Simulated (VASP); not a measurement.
# CO2 in VASP: notebook

CO2 is run at these levels: PBE+D3(BJ); tasks: single point.

Everything below comes from runs of VASP 6.6.1. Logs are shortened: lines on timing, memory, paths and dates and some standing lists are left out, and cuts for length are marked.

## Step 1: The cell of the first run

The cell holds an amorphous packing of atoms, 24 atoms: a = 8.082 Å, b = 8.082 Å, c = 8.082 Å, α = 90.00°, β = 90.00°, γ = 90.00°.

## Step 2: Single point, PBE+D3(BJ)

INCAR

```
  ALGO = Normal
  EDIFF = 1E-7
  ENCUT = 520
  GGA = PE
  ISIF = 2
  ISMEAR = -1
  IVDW = 12
  LASPH = T
  LCHARG = F
  LREAL = Auto
  LWAVE = F
  NBANDS = 82
  NELM = 60
  PREC = Accurate
  SIGMA = 0.05
```

KPOINTS

```
k-points
0
Gamma
  1 1 1
```

POSCAR

```
CO2
1.0
    8.0824800000      0.0000000000      0.0000000000
    0.0000000000      8.0824800000      0.0000000000
    0.0000000000      0.0000000000      8.0824800000
C O
8 16
Direct
    0.5803169324      0.8096648553      0.8696340727
    1.0088735141      0.4581762033      0.6118047926
    0.0294216627      0.2015965397      0.1768269145
    0.6224450911      0.1030871713      0.5915387356
    0.5449441261      0.5871712643      0.4191782720
    0.1067741584      0.8209980105      0.4146870762
    0.4962214568      0.3964995892      0.0207485821
    0.0359419386      0.7623773891      0.9327582623
    0.6155412695      0.9438810860      0.9180721759
    0.5512664430      0.6905677465      0.8121269709
    0.8838500064      0.5244306203      0.5536419515
    1.1077540557      0.4008670606      0.6893799923
    0.1609035840      0.1880116004      0.2289396324
   -0.0582494482      0.2621596342      0.0868916471
    0.4957265592      0.0399877265      0.5544214152
    0.7424453880      0.1478259148      0.6420182914
    0.6046782671      0.7135928576      0.3623021647
    0.5391167068      0.4488350110      0.4714023419
    0.2182622165      0.8185730122      0.5193579198
    0.0169502430      0.8222228821      0.3103131712
    0.4110000891      0.5067380309      0.0724777544
    0.5437068820      0.2661435599     -0.0221095505
   -0.0469162930      0.8350159852      0.8326157318
    0.1145811682      0.6874498916      1.0296963308
```

Potentials or basis: VASP PAW PBE potentials, release 64 (C, O).

Command:

```bash
cat potpaw_PBE.64/C/POTCAR potpaw_PBE.64/O/POTCAR > POTCAR
mpirun -np 1 vasp_gam > vasp.out
```

OUTCAR:

```text
EDIFF = 1E-7
   ENCUT = 520
   GGA = PE
   ISIF = 2
   ISMEAR = -1
   IVDW = 12
   LASPH = T
   LREAL = Auto
   NELM = 60
   PREC = Accurate
 IVDW          = 12

 ion  position               nearest neighbor table
   1  0.580  0.810  0.870-  10 1.09   9 1.19
   2  0.009  0.458  0.612-  12 1.12  11 1.24
   3  0.029  0.202  0.177-  14 1.13  13 1.15
   4  0.622  0.103  0.592-  16 1.11  15 1.18
   5  0.545  0.587  0.419-  18 1.20  17 1.22
   6  0.107  0.821  0.415-  20 1.11  19 1.24
   7  0.496  0.396  0.021-  22 1.17  21 1.20
   8  0.036  0.762  0.933-  24 1.18  23 1.20
   9  0.616  0.944  0.918-   1 1.19
  10  0.551  0.691  0.812-   1 1.09
  11  0.884  0.524  0.554-   2 1.24
  12  0.108  0.401  0.689-   2 1.12
  13  0.161  0.188  0.229-   3 1.15
  14  0.942  0.262  0.087-   3 1.13
[... 8 lines left out ...]
  23  0.953  0.835  0.833-   8 1.20
  24  0.115  0.687  0.030-   8 1.18

  LATTYP: Found a simple cubic cell.
 ALAT       =     8.0824800000

  Lattice vectors:

 A1 = (   8.0824800000,   0.0000000000,   0.0000000000)
 A2 = (   0.0000000000,   8.0824800000,   0.0000000000)
 A3 = (   0.0000000000,   0.0000000000,   8.0824800000)

Analysis of symmetry for initial positions (statically):
=====================================================================
 Subroutine PRICEL returns:
 Original cell was already a primitive cell.

 Routine SETGRP: Setting up the symmetry group for a
 simple cubic supercell.

 Subroutine GETGRP returns: Found  1 space group operations
 (whereof  1 operations were pure point group operations)
 out of a pool of 48 trial point group operations.

The static configuration has the point symmetry C_1 .

Analysis of symmetry for dynamics (positions and initial velocities):
=====================================================================
 Subroutine PRICEL returns:
 Original cell was already a primitive cell.

 Routine SETGRP: Setting up the symmetry group for a
 simple cubic supercell.

 Subroutine GETGRP returns: Found  1 space group operations
 (whereof  1 operations were pure point group operations)
 out of a pool of 48 trial point group operations.

The dynamic configuration has the point symmetry C_1 .

 Subroutine INISYM returns: Found  1 space group operations
 (whereof  1 operations are pure point group operations),
 and found     1 'primitive' translations

----------------------------------------------------------------------------------------

                                     Primitive cell

  volume of cell :     528.0000

  direct lattice vectors                    reciprocal lattice vectors
     8.082480000  0.000000000  0.000000000     0.123724401  0.000000000  0.000000000
     0.000000000  8.082480000  0.000000000     0.000000000  0.123724401  0.000000000
     0.000000000  0.000000000  8.082480000     0.000000000  0.000000000  0.123724401

  length of vectors
     8.082480000  8.082480000  8.082480000     0.123724401  0.123724401  0.123724401

  position of ions in fractional coordinates (direct lattice)
     0.580316932  0.809664855  0.869634073
     0.008873514  0.458176203  0.611804793
     0.029421663  0.201596540  0.176826914
     0.622445091  0.103087171  0.591538736
     0.544944126  0.587171264  0.419178272
     0.106774158  0.820998010  0.414687076
[... 16 lines left out ...]
     0.953083707  0.835015985  0.832615732
     0.114581168  0.687449892  0.029696331

  ion indices of the primitive-cell ions
   primitive index   ion index
                 1           1
                 2           2
                 3           3
                 4           4
                 5           5
                 6           6
[... 16 lines left out ...]
                23          23
                24          24

----------------------------------------------------------------------------------------

 KPOINTS: k-points

Automatic generation of k-mesh.
 Grid dimensions read from file:
 generate k-points for:    1    1    1

 Generating k-lattice:

  Cartesian coordinates                     Fractional coordinates (reciprocal lattice)
     0.123724401  0.000000000  0.000000000     1.000000000  0.000000000  0.000000000
     0.000000000  0.123724401  0.000000000     0.000000000  1.000000000  0.000000000
     0.000000000  0.000000000  0.123724401     0.000000000  0.000000000  1.000000000

  Length of vectors
     0.123724401  0.123724401  0.123724401

  Shift w.r.t. Gamma in fractional coordinates (k-lattice)
     0.000000000  0.000000000  0.000000000

 Subroutine IBZKPT returns following result:
 ===========================================

 Found      1 irreducible k-points:

 Following reciprocal coordinates:
            Coordinates               Weight
  0.000000  0.000000  0.000000      1.000000
   k-points           NKPTS =      1   k-points in BZ     NKDIM =      1   number of bands    NBANDS=     82
   number of dos      NEDOS =    301   number of ions     NIONS =     24
   total plane-waves  NPLWV = 216000
   dimension x,y,z NGX =    60 NGY =   60 NGZ =   60
   dimension x,y,z NGXF=   120 NGYF=  120 NGZF=  120
   ions per type =               8  16
   NGX,Y,Z   is equivalent  to a cutoff of  12.34, 12.34, 12.34 a.u.
   NGXF,Y,Z  is equivalent  to a cutoff of  24.68, 24.68, 24.68 a.u.
 SYSTEM =  unknown system
   PREC   = accura    normal or accurate (medium, high low for compatibility)
   ISTART =      0    job   : 0-new  1-cont  2-samecut
   ICHARG =      2    charge: 1-file 2-atom 10-const
   ISPIN  =      1    spin polarized calculation?
   LNONCOLLINEAR =      F non collinear calculations
   LSORBIT =      F    spin-orbit coupling
   LASPH  =      T    aspherical Exc in radial PAW
   ENCUT  =  520.0 eV  38.22 Ry    6.18 a.u.  15.03 15.03 15.03*2*pi/ulx,y,z
   NELM   =     60;   NELMIN=  2; NELMDL= -5     # of ELM steps
   EDIFF  = 0.1E-06   stopping-criterion for ELM
   LREAL  =      T    real-space projection
   EDIFFG = 0.1E-05   stopping-criterion for IOM
   NSW    =      0    number of steps for IOM
   IBRION =     -1    ionic relax: 0-MD 1-quasi-New 2-CG
   NFREE  =      0    steps in history (QN), initial steepest desc. (CG)
   ISIF   =      2    stress and relaxation
   ISYM   =      2    0-nonsym 1-usesym 2-fastsym
   POTIM  = 0.5000    time-step for ionic-motion
   TEBEG  =    0.0;   TEEND  =   0.0 temperature during run
   PSTRESS=    0.0 pullay stress
   NELECT =     128.0000    total number of electrons
   NUPDOWN=      -1.0000    fix difference up-down
   EMIN   =  10.00;   EMAX   =-10.00  energy-range for DOS
   EFERMI =   0.00;   METHOD = LEGACY
   ISMEAR =    -1;   SIGMA  =   0.05  broadening in eV -4-tet -1-fermi 0-gaus
   EFERMI_NEDOS =   21; number of points for ismear=-14 and -15
   IALGO  =     38    algorithm
   IMIX   =      4    mixing-type and parameters
     AMIX     =   0.40;   BMIX     =  1.00
     AMIX_MAG =   1.60;   BMIX_MAG =  1.00
  volume/ion in A,a.u.               =      22.00       148.46
  Fermi-wavevector in a.u.,A,eV,Ry     =   1.020783  1.929001 14.177248  1.041998
  Thomas-Fermi vector in A             =   2.154372
   LORBIT       =      0    0 simple, 1 ext, 2 COOP (PROOUT), +10 PAW based schemes
   GGA     = PE    functional components
   LHFCALC =     F    Hartree Fock is set to
   AEXX    =    0.0000 exact exchange contribution
   IVDW    =    12    specifies the selected vdW correction
   LEPSILON=     F    determine dielectric tensor
   LRPA    =     F    only Hartree local field effects (RPA)
 non-spin polarized calculation
  energy-cutoff  :      520.00
  volume of cell :      528.00
 maximum number of plane-waves:      7074
   NGX = 31   NGY = 31   NGZ = 31

 number of electron     128.0000011 magnetization

 Free energy of the ion-electron system (eV)
  ---------------------------------------------------
  ext. energy  EPLUGINS =         0.00000000
  ---------------------------------------------------
  free energy    TOTEN  =      -180.64088537 eV

  energy without entropy =     -180.64088537  energy(sigma->0) =     -180.64088537

 E-fermi :  -3.8133     XC(G=0):  -6.1413

 val. band max:       -5.1228641320   @ k =   0.0000   0.0000   0.0000
 cond. band min:       0.1232538047   @ k =   0.0000   0.0000   0.0000
 fundamental gap:      5.2461179366
 Fermi energy:        -3.8133194282

 k-point     1 :       0.0000    0.0000    0.0000
  band No.  band energies     occupation
      1     -26.6829      2.00000
      2     -26.6803      2.00000
      3     -26.6648      2.00000
      4     -26.5128      2.00000
      5     -26.1251      2.00000
      6     -25.7478      2.00000
[... 68 lines left out ...]
     75       2.8060      0.00000
     76       2.8621      0.00000
 [bands above 76 left out]

------------------------ aborting loop because EDIFF is reached ----------------------------------------

 Edisp (eV)   -1.04474

 E8    (eV) :    -0.2584

  FORCE on cell =-STRESS in cart. coord.  units (eV):
  Direction    XX          YY          ZZ          XY          YZ          ZX
  --------------------------------------------------------------------------------------
  -------------------------------------------------------------------------------------
  Total      13.11052     5.15764     8.14224     0.37037     4.64958    12.24714
  in kB      39.78290    15.65047    24.70704     1.12386    14.10881    37.16305
  external pressure =       26.71 kB  Pullay stress =        0.00 kB

 VOLUME and BASIS-vectors are now :
 -----------------------------------------------------------------------------
  energy-cutoff  :      520.00
  volume of cell :      528.00
      direct lattice vectors                 reciprocal lattice vectors
     8.082480000  0.000000000  0.000000000     0.123724401  0.000000000  0.000000000
     0.000000000  8.082480000  0.000000000     0.000000000  0.123724401  0.000000000
     0.000000000  0.000000000  8.082480000     0.000000000  0.000000000  0.123724401

 POSITION                                       TOTAL-FORCE (eV/Angst)
 -----------------------------------------------------------------------------------
      4.69040      6.54410      7.02880         2.566601     10.078103      3.863850
      0.07172      3.70320      4.94490        -8.791646      4.505718     -3.837603
      0.23780      1.62940      1.42920         2.821262      0.686087      0.045402
      5.03090      0.83320      4.78110        -6.797430     -3.301714     -1.897107
      4.40450      4.74580      3.38800         3.653745      0.743410     -0.860726
      0.86300      6.63570      3.35170         8.241806     -0.127749      7.769548
[... 16 lines left out ...]
      7.70328      6.74900      6.72960         1.349988     -1.053888      1.542333
      0.92610      5.55630      0.24002        -0.094979      0.198623     -0.418273
 -----------------------------------------------------------------------------------
    total drift:                               -0.015283     -0.012748      0.011537

  FREE ENERGIE OF THE ION-ELECTRON SYSTEM (eV)
  ---------------------------------------------------
  free  energy   TOTEN  =      -181.6856285834 eV

  energy  without entropy=     -181.6856285834  energy(sigma->0) =     -181.68562858
```

Wall time 58 s (1 thread of Intel Xeon Platinum 8488C (Sapphire Rapids), shared host); peak memory 0.46 GiB.

Results:

- Free energy: -181.6856 eV
- Pressure: 2.7 GPa
- Largest force: 11.327 eV/Å
- Band gap on the k mesh: 5.25 eV
- Dispersion energy per atom: -0.044 eV

Forces in eV/Å, atoms in the order of the input:
```
C    2.567 10.078  3.864
C   -8.792  4.506 -3.838
C    2.821  0.686  0.045
C   -6.797 -3.302 -1.897
C    3.654  0.743 -0.861
C    8.242 -0.128  7.770
C   -2.896  0.257  1.050
C   -1.161  0.739 -1.408
O   -0.323 -0.861  0.291
O   -2.278 -9.355 -4.201
O    3.712 -1.719  0.811
O    5.230 -2.844  3.091
O    3.408 -2.201  3.365
O   -6.258  1.594 -3.442
O    0.114  0.498 -0.382
O    6.827  2.986  2.202
O   -2.425 -2.318  1.247
O   -1.305  1.610 -0.427
O   -3.355 -0.120 -2.600
O   -5.063  0.287 -4.929
O    1.812 -0.695 -0.545
O    1.009  0.413 -0.331
O    1.350 -1.054  1.542
O   -0.095  0.199 -0.418
```

Caveat: the k points lie up to 0.78 Å⁻¹ apart.

(Part 1 of 2 ends here.)
